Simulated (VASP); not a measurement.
# CuO (C2/c) in VASP: a series of runs

Aim: see how the results for CuO move with the level of theory and the settings. Levels: r2SCAN+D4, revPBE+D3(BJ), PBE-based screened hybrid with 10 % exact exchange, PBEsol. Tasks: single point, relaxation of cell and atoms.

Everything below comes from runs of VASP 6.6.1. Logs are shortened: lines on timing, memory, paths and dates and some standing lists are left out, and cuts for length are marked.

### Step 1. The cell of the first run

It takes space group C2/c (No. 15, monoclinic). The conventional cell has a = 4.776 Å, b = 3.490 Å, c = 5.229 Å, α = 90.00°, β = 99.54°, γ = 90.00°. Cu (site symmetry -1) has 4 O at 1.99 to 2.00 Å within 2.6 Å. Within 2.7 Å of O (site symmetry 2) lie 4 Cu at 1.99 to 2.00 Å and 2 O at 2.68 Å.

### Step 2. Single point, r2SCAN+D4

The input, POSCAR:

```
CuO
1.0
    2.3877802882     -1.7448634230      0.0000000000
    2.3877802882      1.7448634230      0.0000000000
   -0.8666988638      0.0000000000      5.1570684890
Cu O
2 2
Direct
    0.5000000000      0.0000000000      0.5000000000
    0.0000000000      0.5000000000      0.0000000000
    0.4184000000      0.5816000000      0.7500000000
    0.5816000000      0.4184000000      0.2500000000
```

The input, INCAR.step1:

```
SYSTEM = CuO
ALGO = Normal
EDIFF = 1E-4
ENCUT = 520
GGA = PE
ISMEAR = -1
LASPH = .True.
LCHARG = .False.
LREAL = .False.
LWAVE = .True.
NBANDS = 25
NELM = 60
PREC = Accurate
SIGMA = 0.05
```

The input, INCAR.step2:

```
SYSTEM = CuO
ALGO = Normal
EDIFF = 1E-7
ENCUT = 520
ISIF = 2
ISMEAR = -1
ISTART = 1
IVDW = 13
LASPH = .True.
LCHARG = .False.
LMIXTAU = .True.
LREAL = .False.
LWAVE = .False.
METAGGA = R2SCAN
NBANDS = 25
NELM = 60
PREC = Accurate
SIGMA = 0.05
VDW_A1 = 0.51559235
VDW_A2 = 5.77342911
VDW_S6 = 1.0
VDW_S8 = 0.6018749
```

The input, KPOINTS:

```
k-points
0
Gamma
  10 10 5
  0 0 0
```

Potentials or basis: VASP PAW PBE potentials, release 64 (Cu, O).

Started as:

```
$ cat potpaw_PBE.64/Cu/POTCAR potpaw_PBE.64/O/POTCAR > POTCAR
$ cp INCAR.step1 INCAR
$ mpirun -np 1 vasp_std > vasp.out
$ cp INCAR.step2 INCAR
$ mpirun -np 1 vasp_std > vasp.out
```

OUTCAR:

```text
SYSTEM = CuO
   EDIFF = 1E-7
   ENCUT = 520
   ISIF = 2
   ISMEAR = -1
   ISTART = 1
   IVDW = 13
   LASPH = .True.
   LREAL = .False.
   METAGGA = R2SCAN
   NELM = 60
   PREC = Accurate

 ion  position               nearest neighbor table
   1  0.500  0.000  0.500-   3 1.99   4 1.99   4 2.00   3 2.00
   2  0.000  0.500  0.000-   4 1.99   3 1.99   4 2.00   3 2.00
   3  0.418  0.582  0.750-   2 1.99   1 1.99   2 2.00   1 2.00
   4  0.582  0.418  0.250-   1 1.99   2 1.99   2 2.00   1 2.00

  LATTYP: Found a base centered monoclinic cell.
 ALAT       =     4.7755605764
 B/A-ratio  =     0.7307470589
 C/A-ratio  =     1.0950317057
 COS(beta)  =    -0.1657361228

  Lattice vectors:

 A1 = (   2.3877802882,  -1.7448634230,   0.0000000000)
 A2 = (   2.3877802882,   1.7448634230,   0.0000000000)
 A3 = (  -0.8666988638,   0.0000000000,   5.1570684890)

Analysis of symmetry for initial positions (statically):
=====================================================================
 Subroutine PRICEL returns:
 Original cell was already a primitive cell.

 Routine SETGRP: Setting up the symmetry group for a
 base centered monoclinic supercell.

 Subroutine GETGRP returns: Found  4 space group operations
 (whereof  2 operations were pure point group operations)
 out of a pool of  4 trial point group operations.

The static configuration has the point symmetry S_2 .
 The point group associated with its full space group is C_2h.

Analysis of symmetry for dynamics (positions and initial velocities):
=====================================================================
 Subroutine PRICEL returns:
 Original cell was already a primitive cell.

 Routine SETGRP: Setting up the symmetry group for a
 base centered monoclinic supercell.

 Subroutine GETGRP returns: Found  4 space group operations
 (whereof  2 operations were pure point group operations)
 out of a pool of  4 trial point group operations.

The dynamic configuration has the point symmetry S_2 .
 The point group associated with its full space group is C_2h.

 Subroutine INISYM returns: Found  4 space group operations
 (whereof  2 operations are pure point group operations),
 and found     1 'primitive' translations

----------------------------------------------------------------------------------------

                                     Primitive cell

  volume of cell :      42.9723

  direct lattice vectors                    reciprocal lattice vectors
     2.387780288 -1.744863423  0.000000000     0.209399501 -0.286555379  0.035191759
     2.387780288  1.744863423  0.000000000     0.209399501  0.286555379  0.035191759
    -0.866698864  0.000000000  5.157068489     0.000000000  0.000000000  0.193908613

  length of vectors
     2.957370973  2.957370973  5.229390244     0.356651926  0.356651926  0.193908613

  position of ions in fractional coordinates (direct lattice)
     0.500000000  0.000000000  0.500000000
     0.000000000  0.500000000  0.000000000
     0.418400000  0.581600000  0.750000000
     0.581600000  0.418400000  0.250000000

  ion indices of the primitive-cell ions
   primitive index   ion index
                 1           1
                 2           2
                 3           3
                 4           4

----------------------------------------------------------------------------------------

 KPOINTS: k-points

Automatic generation of k-mesh.
 Grid dimensions read from file:
 generate k-points for:   10   10    5

 Generating k-lattice:

  Cartesian coordinates                     Fractional coordinates (reciprocal lattice)
     0.020939950 -0.028655538  0.003519176     0.100000000  0.000000000  0.000000000
     0.020939950  0.028655538  0.003519176     0.000000000  0.100000000  0.000000000
     0.000000000  0.000000000  0.038781723     0.000000000  0.000000000  0.200000000

  Length of vectors
     0.035665193  0.035665193  0.038781723

  Shift w.r.t. Gamma in fractional coordinates (k-lattice)
     0.000000000  0.000000000  0.000000000

 Subroutine IBZKPT returns following result:
 ===========================================

 Found    141 irreducible k-points:

 Following reciprocal coordinates:
            Coordinates               Weight
  0.000000  0.000000  0.000000      1.000000
  0.100000 -0.000000 -0.000000      4.000000
  0.200000 -0.000000 -0.000000      4.000000
  0.300000 -0.000000 -0.000000      4.000000
  0.400000  0.000000 -0.000000      4.000000
  0.500000 -0.000000 -0.000000      2.000000
[... 16 lines left out ...]
  0.300000  0.300000 -0.000000      2.000000
  0.400000  0.300000 -0.000000      4.000000
 [... further k-points ...]
   k-points           NKPTS =    141   k-points in BZ     NKDIM =    141   number of bands    NBANDS=     25
   number of dos      NEDOS =    301   number of ions     NIONS =      4
   total plane-waves  NPLWV =  23040
   dimension x,y,z NGX =    24 NGY =   24 NGZ =   40
   dimension x,y,z NGXF=    48 NGYF=   48 NGZF=   80
   ions per type =               2   2
   NGX,Y,Z   is equivalent  to a cutoff of  13.49, 13.49, 12.72 a.u.
   NGXF,Y,Z  is equivalent  to a cutoff of  26.98, 26.98, 25.43 a.u.
 SYSTEM =  CuO
   PREC   = accura    normal or accurate (medium, high low for compatibility)
   ISTART =      1    job   : 0-new  1-cont  2-samecut
   ICHARG =      0    charge: 1-file 2-atom 10-const
   ISPIN  =      1    spin polarized calculation?
   LNONCOLLINEAR =      F non collinear calculations
   LSORBIT =      F    spin-orbit coupling
   LASPH  =      T    aspherical Exc in radial PAW
   ENCUT  =  520.0 eV  38.22 Ry    6.18 a.u.   5.50  5.50  9.72*2*pi/ulx,y,z
   NELM   =     60;   NELMIN=  2; NELMDL=  0     # of ELM steps
   EDIFF  = 0.1E-06   stopping-criterion for ELM
   LREAL  =      F    real-space projection
   EDIFFG = 0.1E-05   stopping-criterion for IOM
   NSW    =      0    number of steps for IOM
   IBRION =     -1    ionic relax: 0-MD 1-quasi-New 2-CG
   NFREE  =      0    steps in history (QN), initial steepest desc. (CG)
   ISIF   =      2    stress and relaxation
   ISYM   =      2    0-nonsym 1-usesym 2-fastsym
   POTIM  = 0.5000    time-step for ionic-motion
   TEBEG  =    0.0;   TEEND  =   0.0 temperature during run
   PSTRESS=    0.0 pullay stress
   NELECT =      34.0000    total number of electrons
   NUPDOWN=      -1.0000    fix difference up-down
   EMIN   =  10.00;   EMAX   =-10.00  energy-range for DOS
   EFERMI =   0.00;   METHOD = LEGACY
   ISMEAR =    -1;   SIGMA  =   0.05  broadening in eV -4-tet -1-fermi 0-gaus
   EFERMI_NEDOS =   21; number of points for ismear=-14 and -15
   IALGO  =     38    algorithm
   IMIX   =      4    mixing-type and parameters
     AMIX     =   0.40;   BMIX     =  1.00
     AMIX_MAG =   1.60;   BMIX_MAG =  1.00
  volume/ion in A,a.u.               =      10.74        72.50
  Fermi-wavevector in a.u.,A,eV,Ry     =   1.514159  2.861346 31.193784  2.292678
  Thomas-Fermi vector in A             =   2.623854
   LORBIT       =      0    0 simple, 1 ext, 2 COOP (PROOUT), +10 PAW based schemes
   METAGGA = R2SCAN    functional components
   LHFCALC =     F    Hartree Fock is set to
   AEXX    =    0.0000 exact exchange contribution
   IVDW    =    13    specifies the selected vdW correction
   LEPSILON=     F    determine dielectric tensor
   LRPA    =     F    only Hartree local field effects (RPA)
 non-spin polarized calculation
  energy-cutoff  :      520.00
  volume of cell :       42.97
 maximum number of plane-waves:      1175
 NGX is ok and might be reduce to    24
   NGX = 11   NGY = 11   NGZ = 19

 number of electron      34.0000008 magnetization

 Free energy of the ion-electron system (eV)
  ---------------------------------------------------
  ext. energy  EPLUGINS =         0.00000000
  ---------------------------------------------------
  free energy    TOTEN  =       -36.30193465 eV

  energy without entropy =      -36.28266222  energy(sigma->0) =      -36.29229843

 E-fermi :   4.7496     XC(G=0): -12.2571

 val. band max:        4.7483742762   @ k =   0.3000   0.2000   0.4000
 cond. band min:       4.7511209990   @ k =  -0.2000   0.3000   0.4000
 fundamental gap:      0.0027467227
 Fermi energy:         4.7495802430

 k-point     1 :       0.0000    0.0000    0.0000
  band No.  band energies     occupation
      1     -15.7853      2.00000
      2     -14.6535      2.00000
      3      -3.0393      2.00000
      4      -0.5825      2.00000
      5      -0.2106      2.00000
      6       1.5545      2.00000
[... 17 lines left out ...]
     24      21.5867      0.00000
     25      21.8327      0.00000

 k-point     2 :       0.1000   -0.0000   -0.0000
  band No.  band energies     occupation
      1     -15.7277      2.00000
      2     -14.6341      2.00000
      3      -2.9358      2.00000
      4      -0.5977      2.00000
      5      -0.2359      2.00000
      6       0.8243      2.00000
[... 17 lines left out ...]
     24      20.9843      0.00000
     25      21.9518      0.00000

 k-point     3 :       0.2000   -0.0000   -0.0000
  band No.  band energies     occupation
      1     -15.5723      2.00000
      2     -14.5826      2.00000
      3      -2.6590      2.00000
      4      -0.6562      2.00000
      5      -0.3496      2.00000
      6      -0.1494      2.00000
[... 17 lines left out ...]
     24      20.2014      0.00000
     25      21.5283      0.00000

 k-point     4 :       0.3000   -0.0000   -0.0000
  band No.  band energies     occupation
      1     -15.3695      2.00000
      2     -14.5179      2.00000
      3      -2.3096      2.00000
      4      -1.2309      2.00000
      5      -0.7301      2.00000
      6      -0.2329      2.00000
[... 17 lines left out ...]
     24      19.0802      0.00000
     25      21.1501      0.00000
[... 477 lines left out ...]
 k-point    22 :      -0.2000    0.2000    0.0000
  band No.  band energies     occupation
      1     -15.3231      2.00000
      2     -14.4958      2.00000
      3      -2.2186      2.00000
      4      -0.7723      2.00000
      5      -0.7512      2.00000
      6      -0.4420      2.00000
[... 17 lines left out ...]
     24      18.9282      0.00000
     25      19.0335      0.00000

 k-point    23 :       0.3000    0.3000   -0.0000
  band No.  band energies     occupation
      1     -15.1108      2.00000
      2     -14.4657      2.00000
      3      -1.7715      2.00000
      4      -1.3308      2.00000
      5      -0.3833      2.00000
      6      -0.3404      2.00000
[... 17 lines left out ...]
     24      19.7063      0.00000
     25      19.9937      0.00000

 k-point    24 :       0.4000    0.3000   -0.0000
  band No.  band energies     occupation
      1     -14.9553      2.00000
      2     -14.4225      2.00000
      3      -1.7891      2.00000
      4      -1.4977      2.00000
      5      -0.5763      2.00000
      6      -0.3773      2.00000
[... 17 lines left out ...]
     24      18.4680      0.00000
     25      19.5853      0.00000

 [... further k-points ...]

------------------------ aborting loop because EDIFF is reached ----------------------------------------

  DFT-D4 for vdW energy calculation

  Edisp (eV):   -0.45671

  FORCE on cell =-STRESS in cart. coord.  units (eV):
  Direction    XX          YY          ZZ          XY          YZ          ZX
  --------------------------------------------------------------------------------------
  -------------------------------------------------------------------------------------
  Total      -3.20455    -2.06661    -3.75884     0.00000     0.00000     0.15190
  in kB    -119.47840   -77.05138  -140.14429     0.00000     0.00000     5.66331
  external pressure =     -112.22 kB  Pullay stress =        0.00 kB

 VOLUME and BASIS-vectors are now :
 -----------------------------------------------------------------------------
  energy-cutoff  :      520.00
  volume of cell :       42.97
      direct lattice vectors                 reciprocal lattice vectors
     2.387780288 -1.744863423  0.000000000     0.209399501 -0.286555379  0.035191759
     2.387780288  1.744863423  0.000000000     0.209399501  0.286555379  0.035191759
    -0.866698864  0.000000000  5.157068489     0.000000000  0.000000000  0.193908613

 POSITION                                       TOTAL-FORCE (eV/Angst)
 -----------------------------------------------------------------------------------
      0.76054     -0.87243      2.57853         0.000000     -0.000000     -0.000000
      1.19389      0.87243      0.00000         0.000000     -0.000000     -0.000000
      1.73776      0.28476      3.86780        -0.000000     -0.412162     -0.000000
      2.17111     -0.28476      1.28927         0.000000      0.412162      0.000000
 -----------------------------------------------------------------------------------
    total drift:                                0.000000      0.000000     -0.000000

  FREE ENERGIE OF THE ION-ELECTRON SYSTEM (eV)
  ---------------------------------------------------
  free  energy   TOTEN  =       -36.7586399777 eV

  energy  without entropy=      -36.7393675488  energy(sigma->0) =      -36.74900376
```

Wall time 5.9 min (1 thread of AMD EPYC 9R45 (Zen 5), shared host); peak memory 0.23 GiB.

Results:

```yaml
Free_energy: -36.7586 eV
Pressure: -11.2 GPa
Largest_force: 0.412 eV/Å
Band_gap_on_the_k_mesh: zero (bands 17 and 18 overlap by 0.59 eV)
Dispersion_energy_per_atom: -0.114 eV
```

Forces in eV/Å, atoms in the order of the input:
```
Cu   0.000  0.000  0.000
Cu   0.000  0.000  0.000
O    0.000 -0.412  0.000
O    0.000  0.412  0.000
```

Stress tensor (GPa, compression positive):
```
-11.95   0.00   0.57
  0.00  -7.71   0.00
  0.57   0.00 -14.01
```

Caveat: the cell stands under tension; the PAW data sets were made with another functional, which shifts forces and pressure a little; semilocal functionals often make such compounds metallic where correlation or magnetic order opens a gap, which also shifts bond lengths. With open d or f shells a metallic result of r2SCAN can be an artefact of self-interaction; +U or a hybrid may open a gap.

### Step 3. Relaxation of cell and atoms, revPBE+D3(BJ)

This run uses another cell than the first one, of 10.13 Å³/atom.

The input, INCAR:

```
SYSTEM = CuO
PREC = Accurate ; ENCUT = 600
EDIFF = 1E-7 ; ISMEAR = -1
SIGMA = 0.05 ; LREAL = .FALSE.
LASPH = .TRUE. ; NELM = 100
ALGO = Normal ; ISIF = 3
LWAVE = .FALSE. ; LCHARG = .FALSE.
GGA = RE ; IVDW = 12
IBRION = 2 ; NSW = 60
EDIFFG = -0.01
```

The input, KPOINTS:

```
Automatic mesh
0
G
  10 10 5
  0 0 0
```

The input, POSCAR:

```
CuO
1.0
    2.3418500000     -1.7113000000      0.0000000000
    2.3418500000      1.7113000000      0.0000000000
   -0.8500274268      0.0000000000      5.0578693947
Cu O
2 2
Direct
    0.5000000000      0.0000000000      0.5000000000
    0.0000000000      0.5000000000      0.0000000000
    0.4184000000      0.5816000000      0.7500000000
    0.5816000000      0.4184000000      0.2500000000
```

Potentials or basis: VASP PAW PBE potentials, release 64 (Cu, O).

Started as:

```
$ cat potpaw_PBE.64/Cu/POTCAR potpaw_PBE.64/O/POTCAR > POTCAR
$ mpirun -np 1 vasp_std > vasp.out
```

Run time: 26 min. Hardware: 1 thread of AMD EPYC 9R45 (Zen 5), shared host; peak memory 0.25 GiB.

It converged, with:

```
Free energy                           : -20.3042 eV
Relaxed volume                        : 10.87 Å³/atom
Relaxed cell                          : a = 2.901 Å, b = 2.901 Å, c = 5.184 Å, α = 91.01°, β = 91.01°, γ = 85.79°
Space group after relaxing (to 0.1 Å) : C2/c (No. 15)
Energy gained by relaxing             : 13.3 meV/atom
Ionic steps                           : 30
Pressure after relaxing               : 0.0 GPa
Band gap on the k mesh                : zero (bands 17 and 18 overlap by 0.88 eV)
Dispersion energy per atom            : -0.519 eV
```

The path:
| step | energy change (eV) | largest force (eV/Å) | pressure (GPa) | volume (Å³) |
| --- | --- | --- | --- | --- |
| 1 | 0.0000 | 0.1708 | 1.48 | 40.54 |
| 2 | -0.0061 | 0.1268 | -0.75 | 41.09 |
| 3 | -0.0061 | 0.1251 | -0.87 | 41.11 |
| 4 | -0.0095 | 0.0443 | -0.04 | 41.01 |
| 5 | -0.0101 | 0.0063 | 0.44 | 40.95 |
| 6 | -0.0133 | 0.0021 | 0.44 | 41.07 |
| 7 | -0.0214 | 0.0078 | 0.46 | 41.43 |
| 8 | -0.0327 | 0.0134 | 0.51 | 42.07 |
| 9 | -0.0382 | 0.0294 | 0.33 | 43.12 |
| 10 | -0.0392 | 0.0135 | 0.50 | 42.74 |
| 11 | -0.0411 | 0.0758 | -2.08 | 43.47 |
| 12 | -0.0423 | 0.0452 | -1.12 | 43.19 |
| 13 | -0.0458 | 0.0658 | -0.21 | 42.94 |
| 14 | -0.0458 | 0.0676 | -0.12 | 42.92 |
| 15 | -0.0465 | 0.0307 | 0.44 | 42.82 |
| 16 | -0.0465 | 0.0246 | 0.50 | 42.81 |
| 17 | -0.0469 | 0.0157 | 0.29 | 42.90 |
| 18 | -0.0473 | 0.0020 | -0.04 | 43.04 |
| 19 | -0.0473 | 0.0045 | -0.20 | 43.10 |
| 20 | -0.0478 | 0.0002 | -0.21 | 43.13 |
| 21 | -0.0488 | 0.0177 | -0.18 | 43.24 |
| 22 | -0.0493 | 0.0537 | -0.20 | 43.44 |
| 23 | -0.0497 | 0.0523 | -0.19 | 43.45 |
| 24 | -0.0508 | 0.0471 | -0.16 | 43.48 |
| 25 | -0.0522 | 0.0385 | -0.16 | 43.52 |
| 26 | -0.0525 | 0.0201 | -0.51 | 43.59 |
| 27 | -0.0528 | 0.0299 | -0.28 | 43.56 |
| 28 | -0.0530 | 0.0070 | 0.27 | 43.42 |
| 29 | -0.0530 | 0.0132 | 0.11 | 43.46 |
| 30 | -0.0531 | 0.0009 | 0.00 | 43.49 |

Final structure:
```yaml
crystal:
  lattice:
    - [2.12062, -1.97440, 0.13530]
    - [2.12062, 1.97440, 0.13530]
    - [-0.45420, 0.00000, 5.16398]
  atoms:
    - { symbol: Cu, position: [0.50000, 0.00000, 0.50000] }
    - { symbol: Cu, position: [0.00000, 0.50000, 0.00000] }
    - { symbol: O, position: [0.49232, 0.50768, 0.75000] }
    - { symbol: O, position: [0.50768, 0.49232, 0.25000] }
```

Levels at points of the mesh, in eV from the Fermi level:
```
           k point  band 14  band 15  band 16  band 17  band 18  band 19  band 20  band 21
(0.00, 0.00, 0.00)    -2.39    -2.32    -1.97     0.59     0.76     1.51     6.25     7.39
(0.50, 0.00, 0.00)    -1.91    -1.58    -1.51     0.23     0.46     3.69     6.08     6.60
(0.50, 0.50, 0.00)    -2.33    -1.60    -1.20    -1.15     1.18     2.31     7.27     9.33
```

Caveat: the PAW data sets were made with another functional, which shifts forces and pressure a little; semilocal functionals often make such compounds metallic where correlation or magnetic order opens a gap, which also shifts bond lengths. With open d or f shells a metallic result of revPBE can be an artefact of self-interaction; +U or a hybrid may open a gap.

(Part 1 of 2 ends here.)
